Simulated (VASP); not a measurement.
# KPt12 in VASP: single point with PBE+D3(BJ)

Aim: the single point of KPt12 with PBE+D3(BJ).

Program: VASP 6.6.1. These are calculated values, not measurements. Logs are shortened: lines on timing, memory, paths and dates and some standing lists are left out, and cuts for length are marked.

**1. The cell of the first run**

The cell holds a slab with vacuum, 13 atoms: a = 4.812 Å, b = 4.812 Å, c = 25.805 Å, α = 90.00°, β = 90.00°, γ = 120.00°.

**2. Single point, PBE+D3(BJ)**

INCAR reads:

```
PREC = Accurate
ENCUT = 520
EDIFF = 1E-7
ISMEAR = 0
SIGMA = 0.1
LREAL = F
LASPH = T
NELM = 80
ALGO = Normal
ISIF = 2
LWAVE = F
LCHARG = F
LDIPOL = T
IDIPOL = 3
DIPOL = 0.5 0.5 0.480
GGA = PE
IVDW = 12
NBANDS = 76
```

KPOINTS reads:

```
regular mesh
0
Gamma
  6 6 1
```

POSCAR reads:

```
KPt12
1.0
    4.8115405456      0.0000000000      0.0000000000
   -2.4057702728      4.1669163438      0.0000000000
    0.0000000000      0.0000000000     25.8045458955
Pt K
12 1
Direct
    0.0000000000      0.3333333333      0.3293993250
    0.3333333333      0.0000000000      0.3293993250
    0.6666666667      0.6666666667      0.3293993250
    0.3333333333      0.3333333333      0.4172978672
    0.6666666667      0.0000000000      0.4172978672
    0.0000000000      0.6666666667      0.4172978672
    0.6616628047      0.3333333333      0.5052654896
    0.0000000000     -0.0050038619      0.5052654896
    0.3383371953      0.6716705286      0.5052654896
    0.0000000000      0.3333333333      0.5901694008
    0.3333333333      0.0000000000      0.5982100468
    0.6666666667      0.6666666667      0.5982100468
    0.0000000000      0.3333333333      0.7007110853
```

Potentials or basis: VASP PAW PBE potentials, release 64 (Pt, K_sv).

Command:

```bash
> cat potpaw_PBE.64/Pt/POTCAR potpaw_PBE.64/K_sv/POTCAR > POTCAR
> mpirun -np 1 vasp_std > vasp.out
```

OUTCAR:

```text
PREC = Accurate
   ENCUT = 520
   EDIFF = 1E-7
   ISMEAR = 0
   LREAL = F
   LASPH = T
   NELM = 80
   ISIF = 2
   GGA = PE
   IVDW = 12
 IVDW          = 12

 ion  position               nearest neighbor table
   1  0.000  0.333  0.329-   3 2.78   2 2.78   2 2.78   3 2.78   3 2.78   2 2.78   5 2.78   4 2.78
                             6 2.78
   2  0.333  0.000  0.329-   1 2.78   3 2.78   1 2.78   3 2.78   1 2.78   3 2.78   4 2.78   6 2.78
                             5 2.78
   3  0.667  0.667  0.329-   1 2.78   2 2.78   2 2.78   2 2.78   1 2.78   1 2.78   5 2.78   6 2.78
                             4 2.78
   4  0.333  0.333  0.417-   7 2.77   6 2.78   5 2.78   5 2.78   6 2.78   5 2.78   6 2.78   2 2.78
                             1 2.78   3 2.78   8 2.79   9 2.79
   5  0.667  0.000  0.417-   9 2.77   6 2.78   4 2.78   6 2.78   4 2.78   4 2.78   6 2.78   3 2.78
                             1 2.78   2 2.78   8 2.79   7 2.79
   6  0.000  0.667  0.417-   8 2.77   4 2.78   5 2.78   5 2.78   4 2.78   5 2.78   4 2.78   2 2.78
                             3 2.78   1 2.78   7 2.79   9 2.79
   7  0.662  0.333  0.505-  10 2.73   9 2.76   8 2.76   9 2.76   8 2.76   4 2.77   5 2.79   6 2.79
                             8 2.82   9 2.82  11 2.88  12 2.88
   8  0.000  0.995  0.505-  10 2.73   7 2.76   9 2.76   7 2.76   9 2.76   6 2.77   4 2.79   5 2.79
                             9 2.82   7 2.82  12 2.88  11 2.88
   9  0.338  0.672  0.505-  10 2.73   7 2.76   8 2.76   7 2.76   8 2.76   5 2.77   4 2.79   6 2.79
                             8 2.82   7 2.82  12 2.88  11 2.88
  10  0.000  0.333  0.590-   8 2.73   9 2.73   7 2.73  12 2.79  11 2.79  11 2.79  12 2.79  12 2.79
                            11 2.79  13 2.85
  11  0.333  0.000  0.598-  12 2.78  12 2.78  12 2.78  10 2.79  10 2.79  10 2.79   7 2.88   8 2.88
                             9 2.88
  12  0.667  0.667  0.598-  11 2.78  11 2.78  11 2.78  10 2.79  10 2.79  10 2.79   8 2.88   9 2.88
                             7 2.88
  13  0.000  0.333  0.701-  10 2.85

  LATTYP: Found a hexagonal cell.
 ALAT       =     4.8115405456
 C/A-ratio  =     5.3630527792

  Lattice vectors:

 A1 = (   4.8115405456,   0.0000000000,   0.0000000000)
 A2 = (  -2.4057702728,   4.1669163438,   0.0000000000)
 A3 = (   0.0000000000,   0.0000000000,  25.8045458955)

Analysis of symmetry for initial positions (statically):
=====================================================================
 Subroutine PRICEL returns:
 Original cell was already a primitive cell.

 Routine SETGRP: Setting up the symmetry group for a
 hexagonal supercell.

 Subroutine GETGRP returns: Found  6 space group operations
 (whereof  2 operations were pure point group operations)
 out of a pool of 24 trial point group operations.

The static configuration has the point symmetry C_1h.
 The point group associated with its full space group is C_3v.

Analysis of symmetry for dynamics (positions and initial velocities):
=====================================================================
 Subroutine PRICEL returns:
 Original cell was already a primitive cell.

 Routine SETGRP: Setting up the symmetry group for a
 hexagonal supercell.

 Subroutine GETGRP returns: Found  6 space group operations
 (whereof  2 operations were pure point group operations)
 out of a pool of 24 trial point group operations.

The dynamic configuration has the point symmetry C_1h.
 The point group associated with its full space group is C_3v.

 Subroutine INISYM returns: Found  6 space group operations
 (whereof  2 operations are pure point group operations),
 and found     1 'primitive' translations

----------------------------------------------------------------------------------------

                                     Primitive cell

  volume of cell :     517.3627

  direct lattice vectors                    reciprocal lattice vectors
     4.811540546  0.000000000  0.000000000     0.207833643  0.119992810  0.000000000
    -2.405770273  4.166916344  0.000000000     0.000000000  0.239985619  0.000000000
     0.000000000  0.000000000 25.804545895     0.000000000  0.000000000  0.038752862

  length of vectors
     4.811540546  4.811540546 25.804545895     0.239985619  0.239985619  0.038752862

  position of ions in fractional coordinates (direct lattice)
     0.000000000  0.333333333  0.329399325
     0.333333333  0.000000000  0.329399325
     0.666666667  0.666666667  0.329399325
[... 49 lines left out ...]
 ===========================================

 Found      7 irreducible k-points:

 Following reciprocal coordinates:
            Coordinates               Weight
  0.000000  0.000000  0.000000      1.000000
  0.166667 -0.000000  0.000000      6.000000
  0.333333  0.000000  0.000000      6.000000
  0.500000 -0.000000  0.000000      3.000000
  0.166667  0.166667  0.000000      6.000000
  0.333333  0.166667  0.000000     12.000000
  0.333333  0.333333  0.000000      2.000000
   k-points           NKPTS =      7   k-points in BZ     NKDIM =      7   number of bands    NBANDS=     76
   number of dos      NEDOS =    301   number of ions     NIONS =     13
   total plane-waves  NPLWV = 248832
   dimension x,y,z NGX =    36 NGY =   36 NGZ =  192
   dimension x,y,z NGXF=    72 NGYF=   72 NGZF=  384
   ions per type =              12   1
   NGX,Y,Z   is equivalent  to a cutoff of  12.44, 12.44, 12.37 a.u.
   NGXF,Y,Z  is equivalent  to a cutoff of  24.88, 24.88, 24.74 a.u.
 SYSTEM =  unknown system
   PREC   = accura    normal or accurate (medium, high low for compatibility)
   ISTART =      0    job   : 0-new  1-cont  2-samecut
   ICHARG =      2    charge: 1-file 2-atom 10-const
   ISPIN  =      1    spin polarized calculation?
   LNONCOLLINEAR =      F non collinear calculations
   LSORBIT =      F    spin-orbit coupling
   LASPH  =      T    aspherical Exc in radial PAW
   ENCUT  =  520.0 eV  38.22 Ry    6.18 a.u.   8.95  8.95 47.98*2*pi/ulx,y,z
   NELM   =     80;   NELMIN=  2; NELMDL= -5     # of ELM steps
   EDIFF  = 0.1E-06   stopping-criterion for ELM
   LREAL  =      F    real-space projection
   EDIFFG = 0.1E-05   stopping-criterion for IOM
   NSW    =      0    number of steps for IOM
   IBRION =     -1    ionic relax: 0-MD 1-quasi-New 2-CG
   NFREE  =      0    steps in history (QN), initial steepest desc. (CG)
   ISIF   =      2    stress and relaxation
   ISYM   =      2    0-nonsym 1-usesym 2-fastsym
   POTIM  = 0.5000    time-step for ionic-motion
   TEBEG  =    0.0;   TEEND  =   0.0 temperature during run
   PSTRESS=    0.0 pullay stress
   NELECT =     129.0000    total number of electrons
   NUPDOWN=      -1.0000    fix difference up-down
   EMIN   =  10.00;   EMAX   =-10.00  energy-range for DOS
   EFERMI =   0.00;   METHOD = LEGACY
   ISMEAR =     0;   SIGMA  =   0.10  broadening in eV -4-tet -1-fermi 0-gaus
   EFERMI_NEDOS =   21; number of points for ismear=-14 and -15
   IALGO  =     38    algorithm
   IMIX   =      4    mixing-type and parameters
     AMIX     =   0.40;   BMIX     =  1.00
     AMIX_MAG =   1.60;   BMIX_MAG =  1.00
  volume/ion in A,a.u.               =      39.80       268.56
  Fermi-wavevector in a.u.,A,eV,Ry     =   1.030401  1.947176 14.445667  1.061727
  Thomas-Fermi vector in A             =   2.164497
   LORBIT       =      0    0 simple, 1 ext, 2 COOP (PROOUT), +10 PAW based schemes
   GGA     = PE    functional components
   LHFCALC =     F    Hartree Fock is set to
   AEXX    =    0.0000 exact exchange contribution
   IVDW    =    12    specifies the selected vdW correction
   LEPSILON=     F    determine dielectric tensor
   LRPA    =     F    only Hartree local field effects (RPA)
 non-spin polarized calculation
 Gauss-broadening in eV      SIGMA  =   0.10
  energy-cutoff  :      520.00
  volume of cell :      517.36
 maximum number of plane-waves:     13971
 NGX is ok and might be reduce to    36
   NGX = 17   NGY = 17   NGZ = 95

 dipolmoment           0.000000      0.000000      0.159669 electrons x Angstroem

 number of electron     128.9999991 magnetization

 dipolmoment           0.000000      0.000000     -0.408722 electrons x Angstroem

 Free energy of the ion-electron system (eV)
  ---------------------------------------------------
  ext. energy  EPLUGINS =         0.00000000
  ---------------------------------------------------
  free energy    TOTEN  =       -72.02540742 eV

  energy without entropy =      -71.89993986  energy(sigma->0) =      -71.96267364

 E-fermi :   1.6468     XC(G=0):  -6.1521

 val. band max:        1.6274588520   @ k =   0.3333   0.0000   0.0000
 cond. band min:       1.6554061035   @ k =   0.3333   0.1667   0.0000
 fundamental gap:      0.0279472515
 Fermi energy:         1.6467715651

 k-point     1 :       0.0000    0.0000    0.0000
  band No.  band energies     occupation
      1     -29.6917      2.00000
      2     -13.2541      2.00000
      3     -13.1704      2.00000
      4     -13.1704      2.00000
      5      -7.8754      2.00000
      6      -6.5627      2.00000
[... 542 lines left out ...]
     75       3.8455      0.00000
     76       4.2921      0.00000

------------------------ aborting loop because EDIFF is reached ----------------------------------------

 vacuum level on the upper side and lower side of the slab       (xc-potential included)        -2.258         1.512

 Edisp (eV)   -7.30288

 E8    (eV) :    -3.4736

  FORCE on cell =-STRESS in cart. coord.  units (eV):
  Direction    XX          YY          ZZ          XY          YZ          ZX
  --------------------------------------------------------------------------------------
  -------------------------------------------------------------------------------------
  Total     -13.32647   -13.32647     1.13270     0.00000     0.00000     0.00000
  in kB     -41.26963   -41.26963     3.50775     0.00000     0.00000     0.00000
  external pressure =      -26.34 kB  Pullay stress =        0.00 kB

 VOLUME and BASIS-vectors are now :
 -----------------------------------------------------------------------------
  energy-cutoff  :      520.00
  volume of cell :      517.36
      direct lattice vectors                 reciprocal lattice vectors
     4.811540546  0.000000000  0.000000000     0.207833643  0.119992810  0.000000000
    -2.405770273  4.166916344  0.000000000     0.000000000  0.239985619  0.000000000
     0.000000000  0.000000000 25.804545895     0.000000000  0.000000000  0.038752862

 POSITION                                       TOTAL-FORCE (eV/Angst)
 -----------------------------------------------------------------------------------
     -0.80192      1.38897      8.50000        -0.000000      0.000000     -0.196265
      1.60385      0.00000      8.50000        -0.000000      0.000000     -0.237471
      1.60385      2.77794      8.50000        -0.000000      0.000000     -0.237471
      0.80192      1.38897     10.76818         0.005612      0.000000      0.243536
      3.20769      0.00000     10.76818        -0.002806     -0.004860      0.243536
     -1.60385      2.77794     10.76818        -0.002806      0.004860      0.243536
      2.38169      1.38897     13.03815        -0.000839      0.000000     -0.001089
     -2.39373      4.14607     13.03815         0.000420     -0.000727     -0.001089
      0.01204      2.79879     13.03815         0.000420      0.000727     -0.001089
     -0.80192      1.38897     15.22905        -0.000000      0.000000     -0.040003
      1.60385      0.00000     15.43654        -0.000000      0.000000     -0.016648
      1.60385      2.77794     15.43654        -0.000000      0.000000     -0.016648
     -0.80192      1.38897     18.08153        -0.000000      0.000000      0.017165
 -----------------------------------------------------------------------------------
    total drift:                               -0.000000     -0.000001     -0.000416

  FREE ENERGIE OF THE ION-ELECTRON SYSTEM (eV)
  ---------------------------------------------------
  free  energy   TOTEN  =       -79.3282908113 eV

  energy  without entropy=      -79.2028232555  energy(sigma->0) =      -79.26555703

 vacuum level on the upper side and lower side of the slab         3.184         7.031
```

It took 12 min on 1 thread of Intel Xeon Platinum 8488C (Sapphire Rapids), shared host; peak memory 0.65 GiB.

What came out:

* Free energy: -79.3283 eV
* Largest force: 0.244 eV/Å
* Band gap on the k mesh: zero (an odd number of electrons rules out a gap without spin polarisation)
* Dispersion energy per atom: -0.562 eV

Forces on the atoms (eV/Å):
```
Pt   0.000  0.000 -0.196
Pt   0.000  0.000 -0.237
Pt   0.000  0.000 -0.237
Pt   0.006  0.000  0.244
Pt  -0.003 -0.005  0.244
Pt  -0.003  0.005  0.244
Pt  -0.001  0.000 -0.001
Pt   0.000 -0.001 -0.001
Pt   0.000  0.001 -0.001
Pt   0.000  0.000 -0.040
Pt   0.000  0.000 -0.017
Pt   0.000  0.000 -0.017
K    0.000  0.000  0.017
```

Caveat: spin-orbit coupling is left out, which moves the levels of the heavy elements.

The gap in the log of VASP goes by the Fermi energy; the results here count the filled bands.